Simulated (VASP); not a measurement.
The system is Rh.

```
Rh
1.0
     0.00000    1.90299    1.90299
     1.90299    0.00000    1.90299
     1.90299    1.90299    0.00000
Rh
1
Direct
  0.00000 0.00000 0.00000
```

| Quantity | Value |
| --- | --- |
| Program | VASP 6.6.1 |
| Task | relaxation of cell and atoms |
| Functional | LDA |
| Potentials or basis | VASP PAW LDA potentials, release 64 (Rh_pv) |
| Cutoff | 600 eV |
| k mesh | 8 × 8 × 8 |
| Occupations | gaussian, width 0.1 eV |
| Spin | no spin polarisation |

At the start: pressure -10.3 GPa; volume 13.78 Å³/atom.

**Question.** How do energy, volume and symmetry change on relaxing?

**Answer.** Over 3 steps the energy falls by 16.2 meV/atom and the volume is 13.31 Å³/atom (-3.4 %); space group Fm-3m (No. 225, to 0.1 Å) before and after.

Step by step:
```tsv
step	energy change (eV)	largest force (eV/Å)	pressure (GPa)	volume (Å³)
1	0.0000	0.0000	-10.30	13.78
2	0.1136	0.0000	37.99	12.09
3	-0.0162	0.0000	-0.47	13.31
```

Final structure:
```cif
data_structure
_symmetry_space_group_name_H-M 'P 1'
_symmetry_Int_Tables_number 1
_cell_length_a 2.6603
_cell_length_b 2.6603
_cell_length_c 2.6603
_cell_angle_alpha 60.000
_cell_angle_beta 60.000
_cell_angle_gamma 60.000
_cell_volume 13.31
loop_
_atom_site_label
_atom_site_type_symbol
_atom_site_fract_x
_atom_site_fract_y
_atom_site_fract_z
_atom_site_occupancy
Rh1 Rh 0.00000 0.00000 0.00000 1
```
